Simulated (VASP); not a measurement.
Be:

```xyz
4
Lattice="2.3985 0.0000 0.0000 0.0000 3.5920 0.0000 0.0000 0.0000 3.6573" Properties=species:S:1:pos:R:3 pbc="T T T"
Be    1.7987    2.6942    2.7426
Be    0.5998    0.8978    2.7426
Be    0.5994    2.6939    0.9146
Be    1.7991    0.8982    0.9146
```

* Program: VASP 6.6.1
* Task: relaxation of cell and atoms
* Functional: PBE
* Potentials or basis: VASP PAW PBE potentials, release 64 (Be)
* Cutoff: 600 eV
* k mesh: 14 × 10 × 10
* Occupations: gaussian, width 0.1 eV
* Spin: no spin polarisation

At the start: pressure 0.2 GPa; volume 7.88 Å³/atom.

Question: How do energy, volume and symmetry change on relaxing?

Answer: Over 13 steps the energy falls by 7.7 meV/atom and the volume is 7.82 Å³/atom (-0.7 %); space group I4/mmm (No. 139, to 0.1 Å) before, Im-3m (No. 229, to 0.1 Å).

Step by step:
```tsv
step	energy change (eV)	largest force (eV/Å)	pressure (GPa)	volume (Å³)
1	0.0000	0.0052	0.19	31.51
2	-0.0033	0.0019	-0.13	31.55
3	-0.0143	0.0084	-0.93	31.67
4	-0.0192	0.0280	-2.15	31.88
5	-0.0204	0.0211	-1.83	31.81
6	-0.0214	0.0215	-1.82	31.80
7	-0.0239	0.0226	-1.73	31.76
8	-0.0246	0.0246	-1.44	31.68
9	-0.0250	0.0237	-1.56	31.71
10	-0.0263	0.0218	-1.37	31.66
11	-0.0292	0.0135	-0.80	31.51
12	-0.0306	0.0020	0.42	31.20
13	-0.0308	0.0032	0.08	31.28
```

Final structure:
```
Be
1.0
     2.49919    0.00000    0.00000
     0.00000    3.53801    0.00000
     0.00000    0.00000    3.53807
Be
4
Direct
  0.75007 0.74998 0.75004
  0.24993 0.25002 0.75004
  0.25007 0.75002 0.24996
  0.74993 0.24998 0.24996
```
